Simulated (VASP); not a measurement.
Write the native input for VASP 6.6.1 that does the following.

- Task: single point
- Functional: PBEsol
- Potentials or basis: VASP PAW PBE potentials, release 64 (Ta_pv, N)
- Cutoff: 520 eV
- k mesh: 18 × 18 × 16
- Occupations: gaussian, width 0.15 eV
- Spin: no spin polarisation
- Dipole correction: no
- Further INCAR settings: ALGO = Normal; EDIFF = 1e-07; NBANDS = 15

The structure of TaN lies in POSCAR:

```
TaN
1.0
    2.9971000000      0.0000000000      0.0000000000
   -1.4985500000      2.5955647377      0.0000000000
    0.0000000000      0.0000000000      3.0143000000
Ta N
1 1
Direct
    0.3333333333      0.6666666667      0.5000000000
    0.0000000000      0.0000000000      0.0000000000
```

One way to write it, as run:

INCAR

```
ALGO     = Normal         # electronic algorithm
EDIFF    = 1E-7           # SCF threshold, eV
ENCUT    = 520            # plane-wave cutoff, eV
GGA      = PS             # functional
ISIF     = 2              # what is computed and relaxed
ISMEAR   = 0              # smearing method
LASPH    = True           # aspherical terms in the spheres
LCHARG   = False          # write CHGCAR
LREAL    = False          # projectors in reciprocal space
LWAVE    = False          # write WAVECAR
NBANDS   = 15             # bands
NELM     = 60             # most SCF steps
PREC     = Accurate       # precision mode
SIGMA    = 0.15           # smearing width, eV
```

KPOINTS

```
k-points
0
Gamma
  18 18 16
```

Potentials or basis: VASP PAW PBE potentials, release 64 (Ta_pv, N).

Command:

```sh
$ cat potpaw_PBE.64/Ta_pv/POTCAR potpaw_PBE.64/N/POTCAR > POTCAR
$ mpirun -np 1 vasp_std > vasp.out
```

Results of the run:

| Quantity | Value |
| --- | --- |
| Pressure | -28.7 GPa |
| Band gap on the k mesh | zero (band 8 reaches 7.54 eV, above the bottom of band 9 at 7.11 eV) |

Caveat: the PAW data sets were made with another functional, which shifts forces and pressure a little; spin-orbit coupling is left out, which moves the levels of the heavy elements.

Run time: 31 s on 1 thread of Intel(R) Xeon(R) Platinum 8559C (Emerald Rapids), with other jobs on the host, peak memory 0.23 GiB.
